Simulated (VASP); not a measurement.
**Ti2Te2Se: single point with PBE**

Ti2Te2Se:

```
Ti Te Se
1.0
     3.80978    0.00000    0.00000
     0.00000    3.80978    0.00000
     0.00000    0.00000    8.70685
Ti Te Se
2 2 1
Direct
  0.50000 0.00000 0.50000
  0.00000 0.50000 0.50000
  0.50000 0.50000 0.73910
  0.50000 0.50000 0.26090
  0.00000 0.00000 0.00000
```

* Program: VASP 6.6.1
* Task: single point
* Functional: PBE
* Potentials or basis: VASP PAW PBE potentials, release 64 (Ti_sv, Te, Se)
* Cutoff: 520 eV
* k mesh: 10 × 10 × 6
* Occupations: gaussian, width 0.1 eV
* Spin: no spin polarisation
* Dipole correction: no
* Further INCAR settings: ALGO = Normal; EDIFF = 1e-07; NBANDS = 29

```json
{
 "Pressure": "0.0 GPa",
 "Largest force": "0.010 eV/Å",
 "Band gap on the k mesh": "zero (band 21 reaches 6.23 eV, above the bottom of band 22 at 5.08 eV)"
}
```

Forces in eV/Å, atoms in the order of the input:
```
Ti   0.000  0.000  0.000
Ti   0.000  0.000  0.000
Te   0.000  0.000  0.010
Te   0.000  0.000 -0.010
Se   0.000  0.000  0.000
```

Levels at points of the mesh, in eV from the Fermi level:
| k point | band 18 | band 19 | band 20 | band 21 | band 22 | band 23 | band 24 | band 25 |
| --- | --- | --- | --- | --- | --- | --- | --- | --- |
| (0.00, 0.00, 0.00) | -0.96 | -0.96 | -0.25 | 0.67 | 0.87 | 0.87 | 1.46 | 2.34 |
| (0.50, 0.00, 0.00) | -0.53 | -0.37 | -0.26 | 0.33 | 0.80 | 1.00 | 1.38 | 1.72 |
| (0.50, 0.50, 0.00) | -1.61 | -1.61 | -1.41 | -0.32 | -0.28 | -0.28 | 0.92 | 1.99 |
| (0.00, 0.00, 0.50) | -0.87 | -0.28 | -0.28 | 0.03 | 0.03 | 0.56 | 1.47 | 2.41 |
| (0.50, 0.00, 0.50) | -0.50 | -0.12 | -0.06 | 0.33 | 0.78 | 0.79 | 1.40 | 1.45 |
| (0.50, 0.50, 0.50) | -1.02 | -0.98 | -0.76 | -0.76 | -0.48 | -0.48 | 1.32 | 1.98 |

Run time: 7.5 min on 1 thread of AMD EPYC 7R43 64-Core Processor (Zen 3), with other jobs on the host, peak memory 0.38 GiB.

Caveat: spin-orbit coupling is left out, which moves the levels of the heavy elements.
